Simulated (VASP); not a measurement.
SiC3:

```xyz
4
Lattice="2.5137 0.0000 0.0000 -1.2568 2.1769 0.0000 0.0000 0.0000 6.5247" Properties=species:S:1:pos:R:3 pbc="T T T"
Si    0.0000    1.4513    3.2624
C     0.0000    1.4513    0.0000
C     1.2568    0.7256    0.8583
C     1.2568    0.7256    5.6664
```

* Program: VASP 6.6.1
* Task: relaxation of cell and atoms
* Functional: PBE
* Potentials or basis: VASP PAW PBE potentials, release 64 (Si, C)
* Cutoff: 600 eV
* k mesh: 24 × 24 × 8
* Occupations: gaussian, width 0.1 eV
* Spin: no spin polarisation

At the start: pressure 1.2 GPa; volume 8.93 Å³/atom.

Q: How do energy, volume and symmetry change on relaxing?

A: Over 8 steps the energy falls by 2.8 meV/atom and the volume is 9.16 Å³/atom (+2.6 %); space group P-6m2 (No. 187, to 0.05 Å).

Step by step:
| step | energy change (eV) | largest force (eV/Å) | pressure (GPa) | volume (Å³) |
| --- | --- | --- | --- | --- |
| 1 | 0.0000 | 0.1347 | 1.17 | 35.70 |
| 2 | -0.0026 | 0.3898 | -0.31 | 36.04 |
| 3 | -0.0045 | 0.1850 | 0.26 | 35.91 |
| 4 | -0.0075 | 0.1238 | 0.39 | 36.05 |
| 5 | -0.0105 | 0.0200 | 0.79 | 36.39 |
| 6 | -0.0105 | 0.0379 | 0.84 | 36.43 |
| 7 | -0.0104 | 0.0604 | -0.91 | 36.89 |
| 8 | -0.0110 | 0.0083 | -0.01 | 36.65 |

Final structure:
```
CELL_PARAMETERS angstrom
2.51116 0.00000 0.00000
-1.25558 2.17473 0.00000
0.00000 0.00000 6.71044
ATOMIC_POSITIONS crystal
Si 0.33333 0.66667 0.50000
C 0.33333 0.66667 0.00000
C 0.66667 0.33333 0.12831
C 0.66667 0.33333 0.87169
```
